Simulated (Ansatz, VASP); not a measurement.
SiB6 in VASP and in Ansatz

Contents of INCAR:

```
ALGO = Normal
EDIFF = 1E-7
ENCUT = 520
ISIF = 2
ISMEAR = 0
LASPH = T
LCHARG = F
LREAL = F
LWAVE = F
NBANDS = 20
NELM = 60
PREC = Accurate
SIGMA = 0.02
```

File KPOINTS:

```
k-points
0
Gamma
  8 8 8
```

POSCAR

```
SiB6
1.0
    4.1300000000      0.0000000000      0.0000000000
    0.0000000000      4.1300000000      0.0000000000
    0.0000000000      0.0000000000      4.1300000000
Si B
1 6
Direct
    0.0000000000      0.0000000000      0.0000000000
    0.5000000000      0.5000000000      0.7900000000
    0.5000000000      0.5000000000      0.2100000000
    0.5000000000      0.7900000000      0.5000000000
    0.7900000000      0.5000000000      0.5000000000
    0.5000000000      0.2100000000      0.5000000000
    0.2100000000      0.5000000000      0.5000000000
```

Input for Ansatz:

```yaml
crystal:
  lattice:
    - [4.13, 0.0, 0.0]
    - [0.0, 4.13, 0.0]
    - [0.0, 0.0, 4.13]
  atoms:
    - { symbol: Si, position: [0.0, 0.0, 0.0] }
    - { symbol: B, position: [0.5, 0.5, 0.79] }
    - { symbol: B, position: [0.5, 0.5, 0.21] }
    - { symbol: B, position: [0.5, 0.79, 0.5] }
    - { symbol: B, position: [0.79, 0.5, 0.5] }
    - { symbol: B, position: [0.5, 0.21, 0.5] }
    - { symbol: B, position: [0.21, 0.5, 0.5] }
hamiltonian:
  xc: lda
  pseudopotentials: { kind: paw }
kpoints:
  mp_grid: { grid: [8, 8, 8] }
scf:
  occupations: { method: gaussian, width: 0.02 }
  convergence: { dr2_threshold: 1.0e-09 }
basis:
  ecutwfc: 600
output:
  eigenvalues: true
  forces: true
  stress: true
```

Alike in both runs: task single point; functional LDA; k mesh 8 × 8 × 8; occupations gaussian, width 0.02 eV; no spin polarisation.

|  | VASP | Ansatz |
| --- | --- | --- |
| version | VASP 6.6.1 | Ansatz 0.2.0 |
| potentials or method | VASP PAW LDA potentials, release 64 (Si, B), cutoff 520 eV | scalar-relativistic, plane waves, PAW |
| valence electrons in the cell | 22 | 22 |

|  | VASP | Ansatz | Ansatz less VASP |
| --- | --- | --- | --- |
| gap on the k mesh at the Fermi level (eV) | 0.46 | 0.46 | 0.000 |
| pressure (GPa) | -1.7 | -1.9 | -0.21 |
| rms of the force components (eV/Å) | 1.279 | 1.259 | -0.0202 |

LDA's correlation is that of Perdew and Zunger in VASP and of Perdew and Wang (1992) in Ansatz. Atom by atom the forces differ by 0.020 eV/Å (rms over components). Ansatz's warnings: stress scf threshold loose.
